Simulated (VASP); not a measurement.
# KF (Pm-3m) in VASP: further runs, part 2 of 2

VASP 6.6.1. Earlier steps stand in the parts before.

## Step 4: Single point, r2SCAN+rVV10

This run uses another cell than the first one, of 15.68 Å³/atom, 0.978 times its volume.

File POSCAR:

```
KF
1.0
    3.1535943818      0.0000000000      0.0000000000
    0.0000000000      3.1535943818      0.0000000000
    0.0000000000      0.0000000000      3.1535943818
K F
1 1
Direct
    0.0000000000      0.0000000000      0.0000000000
    0.5000000000      0.5000000000      0.5000000000
```

File INCAR.step1:

```
SYSTEM = KF
ALGO = Normal
EDIFF = 1E-4
ENCUT = 520
GGA = PE
ISMEAR = -1
LASPH = .True.
LCHARG = .False.
LREAL = .False.
LWAVE = .True.
NBANDS = 15
NELM = 60
PREC = Accurate
SIGMA = 0.03
```

File INCAR.step2:

```
SYSTEM = KF
ALGO = Normal
BPARAM = 11.95
CPARAM = 0.0093
EDIFF = 1E-6
ENCUT = 520
ISIF = 2
ISMEAR = -1
ISTART = 1
IVDW_NL = 2
LASPH = .True.
LCHARG = .False.
LMIXTAU = .True.
LREAL = .False.
LUSE_VDW = .True.
LWAVE = .False.
METAGGA = R2SCAN
NBANDS = 15
NELM = 60
PREC = Accurate
SIGMA = 0.03
```

File KPOINTS:

```
k-points
0
Gamma
  10 10 10
  0 0 0
```

Potentials or basis: VASP PAW PBE potentials, release 64 (K_sv, F).

Run with:

```console
cat potpaw_PBE.64/K_sv/POTCAR potpaw_PBE.64/F/POTCAR > POTCAR
cp INCAR.step1 INCAR
mpirun -np 1 vasp_std > vasp.out
cp INCAR.step2 INCAR
mpirun -np 1 vasp_std > vasp.out
```

OUTCAR:

```text
SYSTEM = KF
   BPARAM = 11.95
   EDIFF = 1E-6
   ENCUT = 520
   ISIF = 2
   ISMEAR = -1
   ISTART = 1
   IVDW_NL = 2
   LASPH = .True.
   LREAL = .False.
   METAGGA = R2SCAN
   NELM = 60
   PREC = Accurate

 ion  position               nearest neighbor table
   1  0.000  0.000  0.000-   2 2.73   2 2.73   2 2.73   2 2.73   2 2.73   2 2.73   2 2.73   2 2.73

   2  0.500  0.500  0.500-   1 2.73   1 2.73   1 2.73   1 2.73   1 2.73   1 2.73   1 2.73   1 2.73

  LATTYP: Found a simple cubic cell.
 ALAT       =     3.1535943818

  Lattice vectors:

 A1 = (   3.1535943818,   0.0000000000,   0.0000000000)
 A2 = (   0.0000000000,   3.1535943818,   0.0000000000)
 A3 = (   0.0000000000,   0.0000000000,   3.1535943818)

Analysis of symmetry for initial positions (statically):
=====================================================================
 Subroutine PRICEL returns:
 Original cell was already a primitive cell.

 Routine SETGRP: Setting up the symmetry group for a
 simple cubic supercell.

 Subroutine GETGRP returns: Found 48 space group operations
 (whereof 48 operations were pure point group operations)
 out of a pool of 48 trial point group operations.
[... 170 lines left out ...]
 Fermi energy:        -1.5916460710

 k-point     1 :       0.0000    0.0000    0.0000
  band No.  band energies     occupation
      1     -30.0603      2.00000
      2     -22.3864      2.00000
      3     -12.1922      2.00000
      4     -12.1922      2.00000
      5     -12.1922      2.00000
      6      -2.3015      2.00000
      7      -2.3015      2.00000
      8      -2.3015      2.00000
      9       5.5768      0.00000
     10       6.8079      0.00000
     11       6.8079      0.00000
     12      13.1173      0.00000
     13      13.1173      0.00000
     14      13.1173      0.00000
[... 401 lines left out ...]
      2     -22.4143      2.00000
      3     -12.7671      2.00000
      4     -12.1885      2.00000
      5     -12.1883      2.00000
      6      -3.1368      2.00000
      7      -2.4985      2.00000
      8      -2.4367      2.00000
      9       7.8166      0.00000
     10       7.8632      0.00000
     11       9.1275      0.00000
     12      11.6021      0.00000
     13      11.8531      0.00000
     14      12.7911      0.00000
     15      18.1599      0.00000

 [... further k-points ...]
[... 5 lines left out ...]
  --------------------------------------------------------------------------------------
  -------------------------------------------------------------------------------------
  Total        0.0056176      0.0056176      0.0056176      0.0000000     -0.0000000     -0.0000000
  in kB        0.2869724      0.2869724      0.2869724      0.0000000     -0.0000000     -0.0000000
  external PRESSURE =       0.2869724 kB  Pullay stress =       0.0000000 kB

 VOLUME and BASIS-vectors are now :
 -----------------------------------------------------------------------------
  energy-cutoff  :      520.00
  volume of cell :       31.36
      direct lattice vectors                 reciprocal lattice vectors
     3.153594382  0.000000000  0.000000000     0.317098485  0.000000000  0.000000000
     0.000000000  3.153594382  0.000000000     0.000000000  0.317098485  0.000000000
     0.000000000  0.000000000  3.153594382     0.000000000  0.000000000  0.317098485

 POSITION                                       TOTAL-FORCE (eV/Angst)
 -----------------------------------------------------------------------------------
      0.00000      0.00000      0.00000         0.000000      0.000000      0.000000
      1.57680      1.57680      1.57680         0.000000      0.000000      0.000000
 -----------------------------------------------------------------------------------
    total drift:                                0.000000      0.000000     -0.000000

  FREE ENERGIE OF THE ION-ELECTRON SYSTEM (eV)
  ---------------------------------------------------
  free  energy   TOTEN  =       -14.3625315302 eV

  energy  without entropy=      -14.3625315302  energy(sigma->0) =      -14.36253153
```

OUTCAR.step1:

```text
SYSTEM = KF
   EDIFF = 1E-4
   ENCUT = 520
   GGA = PE
   ISMEAR = -1
   LASPH = .True.
   LREAL = .False.
[... 653 lines left out ...]
      0.00000      0.00000      0.00000         0.000000      0.000000      0.000000
      1.57680      1.57680      1.57680         0.000000      0.000000      0.000000
 -----------------------------------------------------------------------------------
    total drift:                                0.000000      0.000000     -0.000000

  FREE ENERGIE OF THE ION-ELECTRON SYSTEM (eV)
  ---------------------------------------------------
  free  energy   TOTEN  =        -8.0501287356 eV

  energy  without entropy=       -8.0501287356  energy(sigma->0) =       -8.05012874
```

Wall time 2.2 min (1 thread of Intel Xeon 8259CL, shared host); peak memory 0.23 GiB.

Results:

```
Free energy            : -14.3625 eV
Pressure               : 0.0 GPa
Band gap on the k mesh : 7.85 eV, indirect (least direct gap 7.88 eV)
```

Caveat: the PAW data sets were made with another functional, which shifts forces and pressure a little.

## Step 5: The runs side by side

```csv
task,level,cell,k mesh,cutoff (eV),gap on the mesh (eV),pressure (GPa)
single point,PBEsol,"a = 3.177 Å, 2 atoms",6 × 6 × 6,520,6.63,0.0
relaxation of cell and atoms,PBEsol,"relaxed from a = 3.344 Å, 2 atoms",6 × 6 × 6,600,6.65,0.1
single point,r2SCAN+rVV10,"a = 3.154 Å, 2 atoms",10 × 10 × 10,520,7.85,0.0
```

Alike in all rows: potentials or basis VASP PAW PBE potentials, release 64 (K_sv, F); no spin polarisation; smearing fermi-dirac 0.03 eV.

Caveats: the PAW data sets were made with another functional, which shifts forces and pressure a little.

Absolute energies hang on the potentials; compare differences alone.
